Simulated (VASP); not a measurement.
# Pb (P6_3/mmc) in VASP: a series of runs

Pb is run at these levels: PBEsol; tasks: single point, relaxation of shape and atoms at fixed volume.

Program: VASP 6.6.1. These are calculated values, not measurements. Logs are shortened: lines on timing, memory, paths and dates and some standing lists are left out, and cuts for length are marked.

**1. The cell of the first run**

Symmetry: P6_3/mmc, No. 194, hexagonal system. The conventional cell has a = 3.540 Å, b = 3.540 Å, c = 5.840 Å, α = 90.00°, β = 90.00°, γ = 120.00°. Within 4.7 Å of Pb (site symmetry -6m2) lie 12 Pb at 3.54 to 3.56 Å.

This isn't the form of Pb at room conditions, which is fcc.

**2. Single point, PBEsol (31.69 Å³/atom)**

Contents of INCAR:

```
  ALGO = Fast
  EDIFF = 1E-6
  ENCUT = 520
  GGA = PS
  ISIF = 2
  ISMEAR = 0
  LASPH = True
  LCHARG = True
  LELF = True
  LREAL = False
  LVHAR = True
  LWAVE = False
  NBANDS = 21
  NELM = 60
  PREC = Accurate
  SIGMA = 0.1
```

Contents of KPOINTS:

```
k-points
0
Gamma
  15 15 8
```

Contents of POSCAR:

```
Pb
1.0
    3.5402642476      0.0000000000      0.0000000000
   -1.7701321238      3.0659587745      0.0000000000
    0.0000000000      0.0000000000      5.8395420066
Pb
2
Direct
    0.3333333333      0.6666666667      0.2500000000
    0.6666666667      0.3333333333      0.7500000000
```

Potentials or basis: VASP PAW PBE potentials, release 64 (Pb_d).

Command:

```console
$ cat potpaw_PBE.64/Pb_d/POTCAR > POTCAR
$ mpirun -np 1 vasp_std > vasp.out
```

OUTCAR:

```text
EDIFF = 1E-6
   ENCUT = 520
   GGA = PS
   ISIF = 2
   ISMEAR = 0
   LASPH = True
   LREAL = False
   NELM = 60
   PREC = Accurate

 ion  position               nearest neighbor table
   1  0.333  0.667  0.250-   2 3.56   2 3.56   2 3.56   2 3.56   2 3.56   2 3.56
   2  0.667  0.333  0.750-   1 3.56   1 3.56   1 3.56   1 3.56   1 3.56   1 3.56

  LATTYP: Found a hexagonal cell.
 ALAT       =     3.5402642476
 C/A-ratio  =     1.6494650111

  Lattice vectors:

 A1 = (   3.5402642476,   0.0000000000,   0.0000000000)
 A2 = (  -1.7701321238,   3.0659587745,   0.0000000000)
 A3 = (   0.0000000000,   0.0000000000,   5.8395420066)

Analysis of symmetry for initial positions (statically):
=====================================================================
 Subroutine PRICEL returns:
 Original cell was already a primitive cell.

 Routine SETGRP: Setting up the symmetry group for a
 hexagonal supercell.

 Subroutine GETGRP returns: Found 24 space group operations
 (whereof 12 operations were pure point group operations)
 out of a pool of 24 trial point group operations.

The static configuration has the point symmetry D_3d.
 The point group associated with its full space group is D_6h.

Analysis of symmetry for dynamics (positions and initial velocities):
=====================================================================
 Subroutine PRICEL returns:
 Original cell was already a primitive cell.

 Routine SETGRP: Setting up the symmetry group for a
 hexagonal supercell.

 Subroutine GETGRP returns: Found 24 space group operations
 (whereof 12 operations were pure point group operations)
 out of a pool of 24 trial point group operations.

The dynamic configuration has the point symmetry D_3d.
 The point group associated with its full space group is D_6h.

 Subroutine INISYM returns: Found 24 space group operations
 (whereof 12 operations are pure point group operations),
 and found     1 'primitive' translations

----------------------------------------------------------------------------------------

                                     Primitive cell

  volume of cell :      63.3842

  direct lattice vectors                    reciprocal lattice vectors
     3.540264248  0.000000000  0.000000000     0.282464791  0.163081123  0.000000000
    -1.770132124  3.065958774  0.000000000     0.000000000  0.326162246  0.000000000
     0.000000000  0.000000000  5.839542007     0.000000000  0.000000000  0.171246306

  length of vectors
     3.540264248  3.540264248  5.839542007     0.326162246  0.326162246  0.171246306

  position of ions in fractional coordinates (direct lattice)
     0.333333333  0.666666667  0.250000000
     0.666666667  0.333333333  0.750000000

  ion indices of the primitive-cell ions
   primitive index   ion index
                 1           1
                 2           2

----------------------------------------------------------------------------------------

 KPOINTS: k-points

Automatic generation of k-mesh.
 Grid dimensions read from file:
 generate k-points for:   15   15    8

 Generating k-lattice:

  Cartesian coordinates                     Fractional coordinates (reciprocal lattice)
     0.018830986  0.010872075  0.000000000     0.066666667  0.000000000  0.000000000
     0.000000000  0.021744150  0.000000000     0.000000000  0.066666667  0.000000000
     0.000000000  0.000000000  0.021405788     0.000000000  0.000000000  0.125000000

  Length of vectors
     0.021744150  0.021744150  0.021405788

  Shift w.r.t. Gamma in fractional coordinates (k-lattice)
     0.000000000  0.000000000  0.000000000

 Subroutine IBZKPT returns following result:
 ===========================================

 Found    135 irreducible k-points:

 Following reciprocal coordinates:
            Coordinates               Weight
  0.000000  0.000000  0.000000      1.000000
  0.066667  0.000000  0.000000      6.000000
  0.133333  0.000000  0.000000      6.000000
  0.200000  0.000000  0.000000      6.000000
  0.266667  0.000000  0.000000      6.000000
  0.333333  0.000000  0.000000      6.000000
[... 16 lines left out ...]
  0.333333  0.200000  0.000000     12.000000
  0.400000  0.200000  0.000000      6.000000
 [... further k-points ...]
   k-points           NKPTS =    135   k-points in BZ     NKDIM =    135   number of bands    NBANDS=     21
   number of dos      NEDOS =    301   number of ions     NIONS =      2
   total plane-waves  NPLWV =  37632
   dimension x,y,z NGX =    28 NGY =   28 NGZ =   48
   dimension x,y,z NGXF=    56 NGYF=   56 NGZF=   96
   ions per type =               2
   NGX,Y,Z   is equivalent  to a cutoff of  13.15, 13.15, 13.67 a.u.
   NGXF,Y,Z  is equivalent  to a cutoff of  26.30, 26.30, 27.33 a.u.
 SYSTEM =  unknown system
   PREC   = accura    normal or accurate (medium, high low for compatibility)
   ISTART =      0    job   : 0-new  1-cont  2-samecut
   ICHARG =      2    charge: 1-file 2-atom 10-const
   ISPIN  =      1    spin polarized calculation?
   LNONCOLLINEAR =      F non collinear calculations
   LSORBIT =      F    spin-orbit coupling
   LASPH  =      T    aspherical Exc in radial PAW
   ENCUT  =  520.0 eV  38.22 Ry    6.18 a.u.   6.58  6.58 10.86*2*pi/ulx,y,z
   NELM   =     60;   NELMIN=  2; NELMDL= -5     # of ELM steps
   EDIFF  = 0.1E-05   stopping-criterion for ELM
   LREAL  =      F    real-space projection
   EDIFFG = 0.1E-04   stopping-criterion for IOM
   NSW    =      0    number of steps for IOM
   IBRION =     -1    ionic relax: 0-MD 1-quasi-New 2-CG
   NFREE  =      0    steps in history (QN), initial steepest desc. (CG)
   ISIF   =      2    stress and relaxation
   ISYM   =      2    0-nonsym 1-usesym 2-fastsym
   POTIM  = 0.5000    time-step for ionic-motion
   TEBEG  =    0.0;   TEEND  =   0.0 temperature during run
   PSTRESS=    0.0 pullay stress
   NELECT =      28.0000    total number of electrons
   NUPDOWN=      -1.0000    fix difference up-down
   EMIN   =  10.00;   EMAX   =-10.00  energy-range for DOS
   EFERMI =   0.00;   METHOD = LEGACY
   ISMEAR =     0;   SIGMA  =   0.10  broadening in eV -4-tet -1-fermi 0-gaus
   EFERMI_NEDOS =   21; number of points for ismear=-14 and -15
   IALGO  =     68    algorithm
   IMIX   =      4    mixing-type and parameters
     AMIX     =   0.40;   BMIX     =  1.00
     AMIX_MAG =   1.60;   BMIX_MAG =  1.00
  volume/ion in A,a.u.               =      31.69       213.87
  Fermi-wavevector in a.u.,A,eV,Ry     =   1.246811  2.356131 21.150765  1.554537
  Thomas-Fermi vector in A             =   2.380971
   LORBIT       =      0    0 simple, 1 ext, 2 COOP (PROOUT), +10 PAW based schemes
   GGA     = PS    functional components
   LHFCALC =     F    Hartree Fock is set to
   AEXX    =    0.0000 exact exchange contribution
   IVDW    =     0    specifies the selected vdW correction
   LEPSILON=     F    determine dielectric tensor
   LRPA    =     F    only Hartree local field effects (RPA)
 non-spin polarized calculation
 RMM-DIIS sequential band-by-band and
 Gauss-broadening in eV      SIGMA  =   0.10
  energy-cutoff  :      520.00
  volume of cell :       63.38
 maximum number of plane-waves:      1737
 NGX is ok and might be reduce to    28
   NGX = 13   NGY = 13   NGZ = 21

 number of electron      27.9999997 magnetization

 Free energy of the ion-electron system (eV)
  ---------------------------------------------------
  ext. energy  EPLUGINS =         0.00000000
  ---------------------------------------------------
  free energy    TOTEN  =        -7.95705980 eV

  energy without entropy =       -7.95335288  energy(sigma->0) =       -7.95520634

 E-fermi :   6.5657     XC(G=0): -10.1323

 val. band max:        6.5497528713   @ k =   0.3333   0.0000   0.2500
 cond. band min:       6.5754415597   @ k =   0.2667   0.1333   0.1250
 fundamental gap:      0.0256886885
 Fermi energy:         6.5656723797

 k-point     1 :       0.0000    0.0000    0.0000
  band No.  band energies     occupation
      1     -10.3696      2.00000
      2     -10.3533      2.00000
      3     -10.3301      2.00000
      4     -10.3301      2.00000
      5     -10.3127      2.00000
      6     -10.3127      2.00000
[... 13 lines left out ...]
     20      15.6371      0.00000
     21      17.9406      0.00000

 k-point     2 :       0.0667    0.0000    0.0000
  band No.  band energies     occupation
      1     -10.3672      2.00000
      2     -10.3542      2.00000
      3     -10.3243      2.00000
      4     -10.3205      2.00000
      5     -10.3108      2.00000
      6     -10.3034      2.00000
[... 13 lines left out ...]
     20      15.9165      0.00000
     21      17.5464      0.00000

 k-point     3 :       0.1333    0.0000    0.0000
  band No.  band energies     occupation
      1     -10.3781      2.00000
      2     -10.3421      2.00000
      3     -10.3181      2.00000
      4     -10.2932      2.00000
      5     -10.2927      2.00000
      6     -10.2780      2.00000
[... 13 lines left out ...]
     20      16.6785      0.00000
     21      16.8393      0.00000

 k-point     4 :       0.2000    0.0000    0.0000
  band No.  band energies     occupation
      1     -10.4002      2.00000
      2     -10.3294      2.00000
      3     -10.3108      2.00000
      4     -10.2989      2.00000
      5     -10.2864      2.00000
      6     -10.2545      2.00000
[... 13 lines left out ...]
     20      16.0016      0.00000
     21      17.0553      0.00000

 k-point     5 :       0.2667    0.0000    0.0000
  band No.  band energies     occupation
      1     -10.4247      2.00000
      2     -10.3367      2.00000
      3     -10.3249      2.00000
      4     -10.3007      2.00000
      5     -10.2835      2.00000
      6     -10.2100      2.00000
[... 13 lines left out ...]
     20      15.5547      0.00000
     21      16.8129      0.00000
[... 382 lines left out ...]
     20      16.6295      0.00000
     21      17.2596      0.00000

 k-point    22 :       0.2667    0.2000    0.0000
  band No.  band energies     occupation
      1     -10.3830      2.00000
      2     -10.3736      2.00000
      3     -10.3266      2.00000
      4     -10.3124      2.00000
      5     -10.2464      2.00000
      6     -10.2297      2.00000
[... 13 lines left out ...]
     20      16.6318      0.00000
     21      18.4364      0.00000

 k-point    23 :       0.3333    0.2000    0.0000
  band No.  band energies     occupation
      1     -10.3992      2.00000
      2     -10.3829      2.00000
      3     -10.3088      2.00000
      4     -10.3011      2.00000
      5     -10.2447      2.00000
      6     -10.2360      2.00000
[... 13 lines left out ...]
     20      16.4767      0.00000
     21      19.2376      0.00000

 k-point    24 :       0.4000    0.2000    0.0000
  band No.  band energies     occupation
      1     -10.4049      2.00000
      2     -10.3861      2.00000
      3     -10.3063      2.00000
      4     -10.2927      2.00000
      5     -10.2512      2.00000
      6     -10.2264      2.00000
[... 13 lines left out ...]
     20      16.4206      0.00000
     21      19.7741      0.00000

 [... further k-points ...]

------------------------ aborting loop because EDIFF is reached ----------------------------------------

  FORCE on cell =-STRESS in cart. coord.  units (eV):
  Direction    XX          YY          ZZ          XY          YZ          ZX
  --------------------------------------------------------------------------------------
  -------------------------------------------------------------------------------------
  Total       -0.9948756     -0.9948756     -0.9984220      0.0000000      0.0000000      0.0000000
  in kB      -25.1477187    -25.1477187    -25.2373614      0.0000000      0.0000000      0.0000000
  external PRESSURE =     -25.1775996 kB  Pullay stress =       0.0000000 kB

 VOLUME and BASIS-vectors are now :
 -----------------------------------------------------------------------------
  energy-cutoff  :      520.00
  volume of cell :       63.38
      direct lattice vectors                 reciprocal lattice vectors
     3.540264248  0.000000000  0.000000000     0.282464791  0.163081123  0.000000000
    -1.770132124  3.065958774  0.000000000     0.000000000  0.326162246  0.000000000
     0.000000000  0.000000000  5.839542007     0.000000000  0.000000000  0.171246306

 POSITION                                       TOTAL-FORCE (eV/Angst)
 -----------------------------------------------------------------------------------
     -0.00000      2.04397      1.45989        -0.000000      0.000000      0.000000
      1.77013      1.02199      4.37966         0.000000     -0.000000      0.000000
 -----------------------------------------------------------------------------------
    total drift:                               -0.000000      0.000000      0.000000

  FREE ENERGIE OF THE ION-ELECTRON SYSTEM (eV)
  ---------------------------------------------------
  free  energy   TOTEN  =        -7.9570597975 eV

  energy  without entropy=       -7.9533528847  energy(sigma->0) =       -7.95520634
```

Wall time 77 s (1 thread of Intel Xeon 6975P-C (Granite Rapids), shared host); peak memory 0.28 GiB.

What came out:

```
Free energy            : -7.9571 eV
Pressure               : -2.5 GPa
Band gap on the k mesh : zero (bands 14 and 15 overlap by 7.40 eV)
```

Levels at points of the mesh, in eV from the Fermi level:
| k point | band 11 | band 12 | band 13 | band 14 | band 15 | band 16 | band 17 | band 18 |
| --- | --- | --- | --- | --- | --- | --- | --- | --- |
| (0.00, 0.00, 0.00) | -11.43 | -8.13 | -3.97 | 5.47 | 5.47 | 7.06 | 7.12 | 7.12 |
| (0.00, 0.00, 0.50) | -10.31 | -10.31 | 0.61 | 0.61 | 6.26 | 6.26 | 6.26 | 6.26 |

Caveat: the PAW data sets were made with another functional, which shifts forces and pressure a little; spin-orbit coupling is left out, which moves the levels of the heavy elements.

**3. Single point, PBEsol (32.89 Å³/atom)**

This run uses another cell than the first one, of 32.89 Å³/atom.

Contents of INCAR:

```
PREC = Accurate
ENCUT = 520
EDIFF = 1E-6
ISMEAR = 0
SIGMA = 0.1
LREAL = False
LASPH = True
NELM = 100
ALGO = Fast
ISIF = 2
LWAVE = False
LCHARG = False
GGA = PS
NBANDS = 21
```

Contents of KPOINTS:

```
Automatic mesh
0
Gamma
  15 15 8
```

Contents of POSCAR:

```
Pb
1.0
    3.5842471827      0.0000000000      0.0000000000
   -1.7921235914      3.1040491137      0.0000000000
    0.0000000000      0.0000000000      5.9120903192
Pb
2
Direct
    0.3333333333      0.6666666667      0.2500000000
    0.6666666667      0.3333333333      0.7500000000
```

Potentials or basis: VASP PAW PBE potentials, release 64 (Pb_d).

Command:

```console
$ cat potpaw_PBE.64/Pb_d/POTCAR > POTCAR
$ mpirun -np 1 vasp_std > vasp.out
```

Run time: 76 s. Hardware: 1 thread of Intel Xeon 6975P-C (Granite Rapids), shared host; peak memory 0.29 GiB.

Results (log left out):

```yaml
Free_energy: -7.9113 eV
Pressure: -3.7 GPa
Band_gap_on_the_k_mesh: zero (bands 14 and 15 overlap by 7.09 eV)
```

Levels at points of the mesh, in eV from the Fermi level:
```
           k point  band 12  band 13  band 14  band 15  band 16  band 17
(0.00, 0.00, 0.00)    -8.10    -3.80     5.27     5.27     6.78     6.84
(0.00, 0.00, 0.50)   -10.13     0.56     0.56     6.02     6.02     6.02
```

Caveat: the cell stands under tension; the PAW data sets were made with another functional, which shifts forces and pressure a little; spin-orbit coupling is left out, which moves the levels of the heavy elements.

**4. Relaxation of shape and atoms at fixed volume, PBEsol (26.31 Å³/atom)**

This run uses another cell than the first one, of 26.31 Å³/atom.

Contents of INCAR:

```
  PREC = Accurate
  ENCUT = 600
  EDIFF = 1E-6
  ISMEAR = 0
  SIGMA = 0.1
  LREAL = F
  LASPH = T
  NELM = 60
  ALGO = Fast
  ISIF = 4
  LWAVE = F
  LCHARG = F
  GGA = PS
  IBRION = 2
  NSW = 50
  EDIFFG = -0.01
```

KPOINTS is that of step 3.

Contents of POSCAR:

```
Pb
1.0
    3.3250435411      0.0000000000      0.0000000000
   -1.6625217705      2.8795721753      0.0000000000
    0.0000000000      0.0000000000      5.4958171984
Pb
2
Direct
    0.3333333333      0.6666666667      0.2500000000
    0.6666666667      0.3333333333      0.7500000000
```

Command:

```console
$ cat potpaw_PBE.64/Pb_d/POTCAR > POTCAR
$ mpirun -np 1 vasp_std > vasp.out
```

It took 84 s on 1 thread of Intel Xeon 6975P-C (Granite Rapids), shared host; peak memory 0.28 GiB.

Results (log left out):

* Free energy: -7.8202 eV
* Energy gained by relaxing: 0.0 meV/atom
* Ionic steps: 2
* Pressure after relaxing: 8.3 GPa
* Band gap on the k mesh: zero (bands 14 and 15 overlap by 9.07 eV)

Final structure:
```
CELL_PARAMETERS angstrom
3.32392 0.00000 0.00000
-1.66196 2.87860 0.00000
0.00000 0.00000 5.49954
ATOMIC_POSITIONS crystal
Pb 0.33333 0.66667 0.25000
Pb 0.66667 0.33333 0.75000
```

Levels at points of the mesh, in eV from the Fermi level:
| k point | band 11 | band 12 | band 13 | band 14 | band 15 | band 16 | band 17 | band 18 |
| --- | --- | --- | --- | --- | --- | --- | --- | --- |
| (0.00, 0.00, 0.00) | -12.84 | -8.42 | -5.01 | 6.56 | 6.56 | 8.38 | 8.62 | 8.62 |
| (0.00, 0.00, 0.50) | -11.46 | -11.46 | 0.80 | 0.80 | 7.52 | 7.52 | 7.52 | 7.52 |

Caveat: the PAW data sets were made with another functional, which shifts forces and pressure a little; spin-orbit coupling is left out, which moves the levels of the heavy elements.

**5. Summary**

| task | cell | cutoff (eV) | gap on the mesh (eV) | pressure (GPa) |
| --- | --- | --- | --- | --- |
| single point | a = 3.540, b = 3.540, c = 5.840 Å, angles 90.0, 90.0, 120.0°, 2 atoms | 520 | none | -2.5 |
| single point | a = 3.584, b = 3.584, c = 5.912 Å, angles 90.0, 90.0, 120.0°, 2 atoms | 520 | none | -3.7 |
| relaxation of shape and atoms at fixed volume | relaxed from a = 3.325, b = 3.325, c = 5.496 Å, angles 90.0, 90.0, 120.0°, 2 atoms | 600 | none | 8.3 |

Alike in all rows: level PBEsol; potentials or basis VASP PAW PBE potentials, release 64 (Pb_d); no spin polarisation; k mesh 15 × 15 × 8; smearing gaussian 0.1 eV.

Caveats: the PAW data sets were made with another functional, which shifts forces and pressure a little; spin-orbit coupling is left out, which moves the levels of the heavy elements; the cell stands under tension (at least some runs).

Total energies depend on the potentials used, so only differences within one code and one set of settings carry meaning.
